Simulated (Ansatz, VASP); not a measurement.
## One calculation of BaTe, two programs

The input INCAR:

```
SYSTEM = BaTe
PREC = Accurate
ENCUT = 520
EDIFF = 1E-7
ISMEAR = 0
SIGMA = 0.05
LREAL = .FALSE.
LASPH = .TRUE.
NELM = 100
ALGO = Normal
ISIF = 2
LWAVE = .FALSE.
LCHARG = .FALSE.
NBANDS = 15
```

KPOINTS

```
Automatic mesh
0
G
  8 8 8
  0 0 0
```

The input POSCAR:

```
BaTe
1.0
    0.0000000000      3.4100000000      3.4100000000
    3.4100000000      0.0000000000      3.4100000000
    3.4100000000      3.4100000000      0.0000000000
Ba Te
1 1
Direct
    0.0000000000      0.0000000000      0.0000000000
    0.5317457993      0.5317457993      0.5317457993
```

Input for Ansatz:

```yaml
crystal:
  lattice:
    - [0.0, 3.41, 3.41]
    - [3.41, 0.0, 3.41]
    - [3.41, 3.41, 0.0]
  atoms:
    - { symbol: Ba, position: [0.0, 0.0, 0.0] }
    - { symbol: Te, position: [0.5317457993, 0.5317457993, 0.5317457993] }
basis:
  ecutwfc: 420
kpoints:
  mp_grid: { grid: [8, 8, 8] }
hamiltonian:
  xc: lda
scf:
  occupations: { method: gaussian, width: 0.05 }
output:
  forces: true
  stress: true
  eigenvalues: true
```

Change from the starting cell: all Te atoms moved +0.375 Å, as atom 2 along Cartesian [1 1 1].

Alike in both runs: task single point; functional LDA; k mesh 8 × 8 × 8; occupations gaussian, width 0.05 eV; no spin polarisation.

|  | VASP | Ansatz |
| --- | --- | --- |
| version | VASP 6.6.1 | Ansatz 0.2.0 |
| potentials or method | VASP PAW LDA potentials, release 64 (Ba_sv, Te), cutoff 520 eV | scalar-relativistic, plane waves, PAW |
| valence electrons in the cell | 16 | 26 |

|  | VASP | Ansatz | Ansatz less VASP |
| --- | --- | --- | --- |
| gap on the k mesh at the Fermi level (eV) | 1.81 | 1.89 | +0.073 |
| least direct gap on the mesh (eV) | 2.01 | 2.06 | +0.048 |
| pressure (GPa) | 2.5 | 2.0 | -0.55 |
| traceless stress, the component that is largest in VASP (GPa) | -0.55 | -0.52 | +0.037 |
| rms of the force components (eV/Å) | 0.614 | 0.580 | -0.0343 |

LDA's correlation is that of Perdew and Zunger in VASP and of Perdew and Wang (1992) in Ansatz. Atom by atom the forces differ by 0.034 eV/Å (rms over components). VASP's potentials hold 16 valence electrons a cell and Ansatz's 26, so a difference there can come from the potentials and not from the codes.

Neither program's run includes spin-orbit coupling.
